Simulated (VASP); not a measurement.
# Al3Ga5P8 (P1) in VASP: single point with PBEsol

Aim: the single point of Al3Ga5P8 with PBEsol.

All numbers are computed with VASP 6.6.1; they aren't measurements. Logs are shortened: lines on timing, memory, paths and dates and some standing lists are left out, and cuts for length are marked.

## Step 1: The cell of the first run

The typed cell holds 64 atoms: a = 10.905 Å, b = 10.905 Å, c = 10.905 Å, α = 90.00°, β = 90.00°, γ = 90.00°.

## Step 2: Single point, PBEsol

Contents of INCAR:

```
ALGO = Normal
EDIFF = 1E-7
ENCUT = 520
GGA = PS
ISIF = 2
ISMEAR = -1
ISYM = 0
LASPH = True
LCHARG = False
LREAL = Auto
LWAVE = False
NBANDS = 266
NELM = 100
PREC = Accurate
SIGMA = 0.05
```

Contents of KPOINTS:

```
Automatic mesh
0
Gamma
  1 1 1
  0.25 0.25 0.25
```

Contents of POSCAR:

```
Al3Ga5P8
1.0
   10.9048522518      0.0000000000      0.0000000000
    0.0000000000     10.9048522518      0.0000000000
    0.0000000000      0.0000000000     10.9048522518
Al Ga P
12 20 32
Direct
    0.9999690000      0.0001900000      0.9994950000
    0.5003220000      0.0007740000      0.9992430000
    0.5002350000      0.0002220000      0.4996880000
    0.2495720000      0.7500350000      0.4999460000
    0.7503950000      0.2501800000      0.4993090000
    0.2499570000      0.0009000000      0.2496350000
    0.2498050000      0.5001940000      0.7501780000
    0.7502150000      0.0000730000      0.2495270000
    0.9997640000      0.2501880000      0.7496860000
    0.5002280000      0.2503230000      0.7493160000
    0.5005290000      0.7495130000      0.2494500000
    0.5002480000      0.7502070000      0.7497130000
    0.0006220000      0.0002700000      0.5000060000
    0.0003110000      0.5008000000      0.0003250000
    0.9999510000      0.5003250000      0.4997820000
    0.5007200000      0.5002750000      0.0000020000
    0.5009640000      0.5003270000      0.4994830000
    0.2501660000      0.2510560000      0.0003500000
    0.2503580000      0.2507780000      0.4995580000
    0.2502890000      0.7501320000      0.0000370000
    0.7502580000      0.2514530000      0.0001840000
    0.7508340000      0.7498670000      0.9995690000
    0.7513170000      0.7501640000      0.5002450000
    0.2501080000      0.0007990000      0.7499260000
    0.2504440000      0.5000060000      0.2499410000
    0.7505410000      0.0001650000      0.7499790000
    0.7504800000      0.5005760000      0.2498160000
    0.7504140000      0.5008480000      0.7501140000
    0.0004650000      0.2507570000      0.2499010000
    0.0001980000      0.7498930000      0.2500470000
    0.0002280000      0.7505330000      0.7501530000
    0.5002070000      0.2513570000      0.2496900000
    0.1249880000      0.1259720000      0.1245050000
    0.1255480000      0.1253290000      0.6245600000
    0.1253490000      0.6252510000      0.1251560000
    0.1243740000      0.6252630000      0.6251030000
    0.6250780000      0.1262250000      0.1247910000
    0.6256790000      0.1248470000      0.6249120000
    0.6259380000      0.6248950000      0.1242150000
    0.6257210000      0.6252800000      0.6245130000
    0.3753150000      0.3756580000      0.1246210000
    0.3754750000      0.3758780000      0.6243230000
    0.3755370000      0.8755020000      0.1248780000
    0.3748170000      0.8756330000      0.6249900000
    0.8754170000      0.3756270000      0.1251440000
    0.8748720000      0.3758050000      0.6246800000
    0.8755480000      0.8745130000      0.1248150000
    0.8756400000      0.8754880000      0.6250350000
    0.3754350000      0.1260660000      0.3745710000
    0.3745720000      0.1260760000      0.8748640000
    0.3754280000      0.6248830000      0.3750540000
    0.3752950000      0.6251390000      0.8752970000
    0.8759730000      0.1250340000      0.3744880000
    0.8744680000      0.1255440000      0.8750540000
    0.8753900000      0.6250390000      0.3747460000
    0.8754430000      0.6253020000      0.8747260000
    0.1249770000      0.3754350000      0.3747740000
    0.1246810000      0.3751630000      0.8753910000
    0.1249000000      0.8753500000      0.3747260000
    0.1257380000      0.8752530000      0.8745780000
    0.6252630000      0.3756100000      0.3742770000
    0.6251410000      0.3756220000      0.8745890000
    0.6256370000      0.8746270000      0.3751580000
    0.6259260000      0.8750280000      0.8745980000
```

Potentials or basis: VASP PAW PBE potentials, release 64 (Al, Ga_d, P).

The run is started by

```console
$ cat potpaw_PBE.64/Al/POTCAR potpaw_PBE.64/Ga_d/POTCAR potpaw_PBE.64/P/POTCAR > POTCAR
$ mpirun -np 1 vasp_std > vasp.out
```

OUTCAR:

```text
EDIFF = 1E-7
   ENCUT = 520
   GGA = PS
   ISIF = 2
   ISMEAR = -1
   ISYM = 0
   LASPH = True
   LREAL = Auto
   NELM = 100
   PREC = Accurate

 ion  position               nearest neighbor table
   1  1.000  0.000  0.999-  54 2.36  47 2.36  60 2.36  33 2.37
   2  0.500  0.001  0.999-  50 2.36  43 2.37  37 2.37  64 2.37
   3  0.500  0.000  0.500-  38 2.36  44 2.36  63 2.36  49 2.37
   4  0.250  0.750  0.500-  36 2.36  59 2.36  44 2.37  51 2.37
   5  0.750  0.250  0.499-  46 2.36  53 2.36  61 2.36  38 2.37
   6  0.250  0.001  0.250-  33 2.36  49 2.36  59 2.37  43 2.37
[... 56 lines left out ...]
  63  0.626  0.875  0.375-  23 2.36   3 2.36   8 2.37  11 2.37
  64  0.626  0.875  0.875-  26 2.36  22 2.36  12 2.36   2 2.37

IMPORTANT INFORMATION: All symmetrisations will be switched off!
NOSYMM: (Re-)initialisation of all symmetry stuff for point group C_1.

----------------------------------------------------------------------------------------

                                     Primitive cell

  volume of cell :    1296.7593

  direct lattice vectors                    reciprocal lattice vectors
    10.904852252  0.000000000  0.000000000     0.091702297  0.000000000  0.000000000
     0.000000000 10.904852252  0.000000000     0.000000000  0.091702297  0.000000000
     0.000000000  0.000000000 10.904852252     0.000000000  0.000000000  0.091702297

  length of vectors
    10.904852252 10.904852252 10.904852252     0.091702297  0.091702297  0.091702297

  position of ions in fractional coordinates (direct lattice)
     0.999969000  0.000190000  0.999495000
     0.500322000  0.000774000  0.999243000
     0.500235000  0.000222000  0.499688000
     0.249572000  0.750035000  0.499946000
     0.750395000  0.250180000  0.499309000
     0.249957000  0.000900000  0.249635000
[... 56 lines left out ...]
     0.625637000  0.874627000  0.375158000
     0.625926000  0.875028000  0.874598000

  ion indices of the primitive-cell ions
   primitive index   ion index
                 1           1
                 2           2
                 3           3
                 4           4
                 5           5
                 6           6
[... 56 lines left out ...]
                63          63
                64          64

----------------------------------------------------------------------------------------

 KPOINTS: Automatic mesh

Automatic generation of k-mesh.
 Grid dimensions read from file:
 generate k-points for:    1    1    1
[... 46 lines left out ...]
   NSW    =      0    number of steps for IOM
   IBRION =     -1    ionic relax: 0-MD 1-quasi-New 2-CG
   NFREE  =      0    steps in history (QN), initial steepest desc. (CG)
   ISIF   =      2    stress and relaxation
   ISYM   =      0    0-nonsym 1-usesym 2-fastsym
   POTIM  = 0.5000    time-step for ionic-motion
   TEBEG  =    0.0;   TEEND  =   0.0 temperature during run
   PSTRESS=    0.0 pullay stress
   NELECT =     456.0000    total number of electrons
   NUPDOWN=      -1.0000    fix difference up-down
   EMIN   =  10.00;   EMAX   =-10.00  energy-range for DOS
   EFERMI =   0.00;   METHOD = LEGACY
   ISMEAR =    -1;   SIGMA  =   0.05  broadening in eV -4-tet -1-fermi 0-gaus
   EFERMI_NEDOS =   21; number of points for ismear=-14 and -15
   IALGO  =     38    algorithm
   IMIX   =      4    mixing-type and parameters
     AMIX     =   0.40;   BMIX     =  1.00
     AMIX_MAG =   1.60;   BMIX_MAG =  1.00
  volume/ion in A,a.u.               =      20.26       136.73
  Fermi-wavevector in a.u.,A,eV,Ry     =   1.155518  2.183612 18.166791  1.335222
  Thomas-Fermi vector in A             =   2.292146
   LORBIT       =      0    0 simple, 1 ext, 2 COOP (PROOUT), +10 PAW based schemes
   GGA     = PS    functional components
   LHFCALC =     F    Hartree Fock is set to
   AEXX    =    0.0000 exact exchange contribution
   IVDW    =     0    specifies the selected vdW correction
   LEPSILON=     F    determine dielectric tensor
   LRPA    =     F    only Hartree local field effects (RPA)
 non-spin polarized calculation
  energy-cutoff  :      520.00
  volume of cell :     1296.76
 maximum number of plane-waves:     34859
 NGX is ok and might be reduce to    84
   NGX = 41   NGY = 41   NGZ = 41

 number of electron     455.9999850 magnetization

 Free energy of the ion-electron system (eV)
  ---------------------------------------------------
  ext. energy  EPLUGINS =         0.00000000
  ---------------------------------------------------
  free energy    TOTEN  =      -330.21887169 eV

  energy without entropy =     -330.21887167  energy(sigma->0) =     -330.21887168

 E-fermi :   5.3611     XC(G=0):  -9.7785

 val. band max:        4.3702779057   @ k =  -0.2500   0.2500   0.2500
 cond. band min:       6.3439248472   @ k =  -0.2500  -0.2500   0.2500
 fundamental gap:      1.9736469415
 Fermi energy:         5.3611027177

 k-point     1 :       0.2500    0.2500    0.2500
  band No.  band energies     occupation
      1      -9.9118      2.00000
      2      -9.9099      2.00000
      3      -9.9072      2.00000
      4      -9.9048      2.00000
      5      -9.8992      2.00000
      6      -9.8985      2.00000
[... 961 lines left out ...]
    239       7.2548      0.00000
    240       7.2990      0.00000
 [bands above 240 left out]

------------------------ aborting loop because EDIFF is reached ----------------------------------------

  FORCE on cell =-STRESS in cart. coord.  units (eV):
  Direction    XX          YY          ZZ          XY          YZ          ZX
  --------------------------------------------------------------------------------------
  -------------------------------------------------------------------------------------
  Total       -0.4464040     -0.4595408     -0.4589313      0.0287577      0.0481720      0.0481695
  in kB       -0.5515429     -0.5677737     -0.5670206      0.0355308      0.0595176      0.0595146
  external PRESSURE =      -0.5621124 kB  Pullay stress =       0.0000000 kB

 VOLUME and BASIS-vectors are now :
 -----------------------------------------------------------------------------
  energy-cutoff  :      520.00
  volume of cell :     1296.76
      direct lattice vectors                 reciprocal lattice vectors
    10.904852252  0.000000000  0.000000000     0.091702297  0.000000000  0.000000000
     0.000000000 10.904852252  0.000000000     0.000000000  0.091702297  0.000000000
     0.000000000  0.000000000 10.904852252     0.000000000  0.000000000  0.091702297

 POSITION                                       TOTAL-FORCE (eV/Angst)
 -----------------------------------------------------------------------------------
     10.90451      0.00207     10.89935         0.012881      0.003428      0.011118
      5.45594      0.00844     10.89660         0.005171     -0.007981      0.004656
      5.45499      0.00242      5.44902         0.002569      0.008439      0.010538
      2.72155      8.17902      5.45184         0.013100      0.005983      0.010193
      8.18295      2.72818      5.44489         0.009404      0.002935      0.013330
      2.72574      0.00981      2.72223        -0.002188      0.003202      0.002296
[... 56 lines left out ...]
      6.82248      9.53768      4.09104         0.001233     -0.004014     -0.012412
      6.82563      9.54205      9.53736         0.009877      0.009797      0.015270
 -----------------------------------------------------------------------------------
    total drift:                                0.015713      0.024598     -0.012090

  FREE ENERGIE OF THE ION-ELECTRON SYSTEM (eV)
  ---------------------------------------------------
  free  energy   TOTEN  =      -330.2188716889 eV

  energy  without entropy=     -330.2188716698  energy(sigma->0) =     -330.21887168
```

Wall time 1.6 h (1 thread of Oxide Virtual Turin-like, shared host); peak memory 1.6 GiB.

Results:

```
Free energy            : -330.2189 eV
Pressure               : -0.1 GPa
Largest force          : 0.047 eV/Å
Band gap on the k mesh : 1.97 eV
```

Forces in eV/Å, atoms in the order of the input:
```
Al   0.013  0.003  0.011
Al   0.005 -0.008  0.005
Al   0.003  0.008  0.011
Al   0.013  0.006  0.010
Al   0.009  0.003  0.013
Al  -0.002  0.003  0.002
Al  -0.001  0.001  0.001
Al   0.012  0.003  0.010
Al   0.004  0.015  0.011
Al  -0.004 -0.006  0.003
Al   0.011  0.012  0.017
Al   0.003  0.007  0.013
Ga  -0.011 -0.008 -0.004
Ga  -0.019 -0.017 -0.005
Ga   0.005  0.002 -0.006
Ga  -0.012 -0.008 -0.007
Ga  -0.007 -0.005 -0.008
Ga  -0.013 -0.009 -0.011
Ga  -0.006 -0.006 -0.010
Ga  -0.007  0.006  0.001
Ga  -0.018 -0.009 -0.013
Ga  -0.006 -0.001 -0.007
Ga  -0.005 -0.014 -0.009
Ga  -0.005 -0.013 -0.004
Ga  -0.014 -0.002 -0.001
Ga   0.008 -0.020 -0.005
Ga  -0.008 -0.016 -0.021
Ga  -0.011 -0.015 -0.015
Ga  -0.004 -0.009 -0.014
Ga   0.005 -0.008  0.000
Ga  -0.011  0.000 -0.011
Ga  -0.023 -0.008 -0.016
P    0.002  0.018  0.009
P    0.003  0.005 -0.005
P    0.012  0.015  0.009
P   -0.008 -0.009 -0.009
P    0.010  0.012  0.004
P    0.001  0.002 -0.004
P    0.004 -0.002  0.007
P    0.008 -0.012  0.005
P    0.013  0.005  0.016
P   -0.012 -0.005 -0.013
P   -0.028 -0.023 -0.024
P   -0.012 -0.002  0.003
P    0.014  0.021  0.009
P    0.008  0.010 -0.001
P   -0.012 -0.012 -0.013
P    0.012  0.014  0.021
P    0.005  0.016  0.001
P   -0.008 -0.008 -0.009
P   -0.016 -0.015 -0.016
P    0.014 -0.002  0.015
P    0.011  0.015  0.007
P   -0.010 -0.010 -0.013
P    0.011  0.018  0.008
P    0.020  0.016  0.016
P    0.017  0.016  0.008
P    0.018  0.006  0.013
P   -0.016 -0.005 -0.014
P   -0.009 -0.011  0.001
P    0.003  0.013 -0.002
P    0.031  0.022  0.028
P    0.001 -0.004 -0.012
P    0.010  0.010  0.015
```

Levels at points of the mesh, in eV from the valence-band top:
```csv
k point,band 224,band 225,band 226,band 227,band 228,band 229,band 230,band 231,band 232,band 233
"(0.25, 0.25, 0.25)",-0.43,-0.41,-0.40,-0.01,0.00,1.98,2.01,2.04,2.26,2.51
```

Caveat: the PAW data sets were made with another functional, which shifts forces and pressure a little; a shifted mesh leaves out Γ, where band edges can lie. A k mesh can miss the band edges.
